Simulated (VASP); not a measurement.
A run of VASP 6.6.1 is set up as follows.

File POSCAR:

```
GaN
1.0
    3.0557730310      0.0000000000      0.0000000000
   -1.5278865155      2.6463770731      0.0000000000
    0.0000000000      0.0000000000      5.2840008476
Ga N
2 2
Direct
    0.6666666667      0.3333333333      0.5044806400
    0.3333333333      0.6666666667      1.0044806400
    0.6666666667      0.3333333333      0.8705193600
    0.3333333333      0.6666666667      0.3705193600
```

File INCAR.step1:

```
  PREC = Accurate
  ENCUT = 520
  ISMEAR = 0
  SIGMA = 0.02
  LREAL = F
  LASPH = T
  NELM = 60
  NBANDS = 26
  GGA = PE
  ALGO = Normal
  EDIFF = 1E-4
  LWAVE = T
  LCHARG = F
```

Contents of INCAR.step2:

```
  PREC = Accurate
  ENCUT = 520
  EDIFF = 1E-7
  ISMEAR = 0
  SIGMA = 0.02
  LREAL = F
  LASPH = T
  NELM = 60
  ALGO = Normal
  ISIF = 2
  LWAVE = F
  LCHARG = F
  METAGGA = R2SCAN
  LMIXTAU = T
  NBANDS = 26
  ISTART = 1
```

File KPOINTS:

```
Automatic mesh
0
Gamma
  12 12 6
```

Potentials or basis: VASP PAW PBE potentials, release 64 (Ga_d, N).

The run is started by

```console
$ cat potpaw_PBE.64/Ga_d/POTCAR potpaw_PBE.64/N/POTCAR > POTCAR
$ cp INCAR.step1 INCAR
$ mpirun -np 1 vasp_std > vasp.out
$ cp INCAR.step2 INCAR
$ mpirun -np 1 vasp_std > vasp.out
```

**Question.** Predict the band gap on the k mesh.

**Answer.** 2.40 eV.

**Question.** What does it give for the pressure?

**Answer.** 15.1 GPa.

**Question.** Predict the largest force.

**Answer.** 0.019 eV/Å.

Forces on the atoms (eV/Å):
```
Ga   0.000  0.000  0.019
Ga   0.000  0.000  0.019
N    0.000  0.000 -0.019
N    0.000  0.000 -0.019
```

Caveat: the cell stands under pressure; the PAW data sets were made with another functional, which shifts forces and pressure a little.
